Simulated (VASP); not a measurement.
Set up this calculation in VASP 6.6.1, as the native input.

```yaml
Task: single point
Functional: r2SCAN
Potentials_or_basis: VASP PAW PBE potentials, release 64 (Rb_sv)
Cutoff: 550 eV
k_mesh: 9 × 9 × 9
Occupations: fermi-dirac, width 0.1 eV
Spin: no spin polarisation
Dipole_correction: no
Further_INCAR_settings: ALGO = Normal; EDIFF = 1e-06; NBANDS = 10
```

Crystal: Rb.

```
Rb
1.0
     0.00000    3.47781    3.47781
     3.47781    0.00000    3.47781
     3.47781    3.47781    0.00000
Rb
1
Direct
  0.00000 0.00000 0.00000
```

This isn't the form of Rb at room conditions, which is bcc.

These files were run (other wordings do the same):

POSCAR

```
Rb
1.0
    0.0000000000      3.4778080673      3.4778080673
    3.4778080673      0.0000000000      3.4778080673
    3.4778080673      3.4778080673      0.0000000000
Rb
1
Direct
    0.0000000000      0.0000000000      0.0000000000
```

INCAR.step1

```
  PREC = Accurate
  ENCUT = 550
  ISMEAR = -1
  SIGMA = 0.1
  LREAL = False
  LASPH = True
  NELM = 120
  NBANDS = 10
  GGA = PE
  ALGO = Normal
  EDIFF = 1E-5
  LWAVE = True
  LCHARG = False
  GGA_COMPAT = False
```

INCAR.step2

```
  PREC = Accurate
  ENCUT = 550
  EDIFF = 1E-6
  ISMEAR = -1
  SIGMA = 0.1
  LREAL = False
  LASPH = True
  NELM = 120
  ALGO = Normal
  ISIF = 2
  LWAVE = False
  LCHARG = True
  METAGGA = R2SCAN
  LMIXTAU = True
  LELF = True
  LVHAR = True
  NBANDS = 10
  ISTART = 1
  GGA_COMPAT = False
```

KPOINTS

```
Automatic mesh
0
Gamma
  9 9 9
```

Potentials or basis: VASP PAW PBE potentials, release 64 (Rb_sv).

Run with:

```console
$ cat potpaw_PBE.64/Rb_sv/POTCAR > POTCAR
$ cp INCAR.step1 INCAR
$ mpirun -np 1 vasp_std > vasp.out
$ cp INCAR.step2 INCAR
$ mpirun -np 1 vasp_std > vasp.out
```

It gave:

```yaml
Pressure: 0.4 GPa
Band_gap_on_the_k_mesh: zero (an odd number of electrons rules out a gap without spin polarisation)
```

Caveat: the PAW data sets were made with another functional, which shifts forces and pressure a little.

Run time: 2.2 min on 1 thread of Intel(R) Xeon(R) Platinum 8375C CPU @ 2.90GHz (Ice Lake) (shared host), peak memory 0.26 GiB.
